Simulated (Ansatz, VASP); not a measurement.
**Au in VASP and in Ansatz**

The input INCAR:

```
PREC     = Accurate       # precision mode
ENCUT    = 520            # plane-wave cutoff, eV
EDIFF    = 1E-6           # SCF threshold, eV
ISMEAR   = -1             # smearing method
SIGMA    = 0.08           # smearing width, eV
LREAL    = False          # projectors in reciprocal space
LASPH    = True           # aspherical terms in the spheres
NELM     = 60             # most SCF steps
ALGO     = Normal         # electronic algorithm
ISIF     = 2              # what is computed and relaxed
LWAVE    = False          # write WAVECAR
LCHARG   = False          # write CHGCAR
GGA      = PE             # functional
NBANDS   = 12             # bands
```

The input KPOINTS:

```
regular mesh
0
Gamma
  16 16 16
```

POSCAR

```
Au
1.0
   -1.5197699290      1.5197699290      1.5197699290
    1.5197699290     -1.5197699290      1.5197699290
    1.5197699290      1.5197699290     -1.5197699290
Au
1
Direct
    0.0000000000      0.0000000000      0.0000000000
```

Input for Ansatz:

```yaml
crystal:
  lattice:
    - [-1.519769929, 1.519769929, 1.519769929]
    - [1.519769929, -1.519769929, 1.519769929]
    - [1.519769929, 1.519769929, -1.519769929]
  atoms:
    - { symbol: Au, position: [0.0, 0.0, 0.0] }
kpoints:
  mp_grid: { grid: [16, 16, 16] }
scf:
  occupations: { method: fermi_dirac, width: 0.08 }
hamiltonian:
  xc: pbe
  pseudopotentials: { kind: paw }
output:
  forces: true
  stress: true
  eigenvalues: true
  populations: true
```

Change from the starting cell: volume scaled by 0.78, PAW files.

Alike in both runs: task single point; functional PBE; k mesh 16 × 16 × 16; occupations fermi-dirac, width 0.08 eV; no spin polarisation.

|  | VASP | Ansatz |
| --- | --- | --- |
| version | VASP 6.6.1 | Ansatz 0.2.0 |
| potentials or method | VASP PAW PBE potentials, release 64 (Au) | PAW with Ansatz's default frozen-core files, scalar-relativistic |
| plane-wave cutoff (eV) | 520 | 420 |
| valence electrons in the cell | 11 | 19 |

|  | VASP | Ansatz | Ansatz less VASP |
| --- | --- | --- | --- |
| pressure (GPa) | 70.3 | 70.8 | +0.53 |

Both programs put the cell under a high pressure, so it lies far from rest at this level. VASP's potentials hold 11 valence electrons a cell and Ansatz's 19, so a difference there can come from the potentials and not from the codes.

Neither program's run includes spin-orbit coupling. Noted on VASP's run: the cell as given lies far from equilibrium.
